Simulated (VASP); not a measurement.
Runs of VASP 6.6.1 on GaN. The structure is that of space group Fm-3m (No. 225), or close to it. The cells are those of the table. 

```tsv
cell	gap on the mesh (eV)	pressure (GPa)
a = 3.020 Å, angles 60.0°, 2 atoms	(b)	-7.5
a = 3.070, b = 3.070, c = 3.120 Å, angles 59.5, 59.5, 61.1°, 2 atoms	0.32	-19.1
a = 2.945, b = 2.945, c = 2.869 Å, angles 60.9, 60.9, 58.3°, 2 atoms	1.36	21.1
a = 3.045, b = 3.045, c = 3.070 Å, angles 59.7, 59.7, 60.5°, 2 atoms	0.60	-13.9
a = 2.970, b = 2.970, c = 2.919 Å, angles 60.6, 60.6, 58.9°, 2 atoms	1.20	(a)
a = 2.995, b = 2.995, c = 2.969 Å, angles 60.3, 60.3, 59.4°, 2 atoms	1.06	0.4
```

Alike in all rows: task single point; level r2SCAN; potentials or basis VASP PAW PBE potentials, release 64 (Ga_d, N); no spin polarisation; k mesh 8 × 8 × 8; cutoff (eV) 520; smearing gaussian 0.05 eV.

**Question.** Estimate the missing entries.

**Answer.** (a) 9.8; (b) 0.92.

Caveats: the PAW data sets were made with another functional, which shifts forces and pressure a little.

A k mesh can miss the band edges, and the runs leave out spin-orbit coupling on Ga.
